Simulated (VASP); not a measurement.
Input of a VASP 6.6.1 run:

INCAR

```
SYSTEM = SrO
ALGO     = Normal         ! electronic algorithm
EDIFF    = 1E-6           ! SCF threshold, eV
ENCUT    = 520            ! plane-wave cutoff, eV
GGA      = PE             ! functional
ISIF     = 2              ! what is computed and relaxed
ISMEAR   = -1             ! smearing method
LASPH    = .TRUE.         ! aspherical terms in the spheres
LCHARG   = .FALSE.        ! write CHGCAR
LREAL    = .FALSE.        ! projectors in reciprocal space
LWAVE    = .FALSE.        ! write WAVECAR
NBANDS   = 24             ! bands
NELM     = 100            ! most SCF steps
PREC     = Accurate       ! precision mode
SIGMA    = 0.05           ! smearing width, eV
```

Contents of KPOINTS:

```
k-points
0
G
  7 7 5
  0 0 0
```

POSCAR

```
SrO
1.0
    4.2176826110      0.0000000000      0.0000000000
   -2.1088413055      3.6526202862      0.0000000000
    0.0000000000      0.0000000000      5.0859162459
Sr O
2 2
Direct
    0.6666666667      0.3333333333      0.4381277000
    0.3333333333      0.6666666667      0.9381277000
    0.6666666667      0.3333333333      0.9368723000
    0.3333333333      0.6666666667      0.4368723000
```

Potentials or basis: VASP PAW PBE potentials, release 64 (Sr_sv, O).

The run is started by

```bash
$ cat potpaw_PBE.64/Sr_sv/POTCAR potpaw_PBE.64/O/POTCAR > POTCAR
$ mpirun -np 1 vasp_std > vasp.out
```

**Question.** What does it give for the pressure?

**Answer.** 4.7 GPa.

**Question.** Predict the largest force.

**Answer.** 0.018 eV/Å.

Forces in eV/Å, atoms in the order of the input:
```
Sr   0.000  0.000 -0.018
Sr   0.000  0.000 -0.018
O    0.000  0.000  0.018
O    0.000  0.000  0.018
```
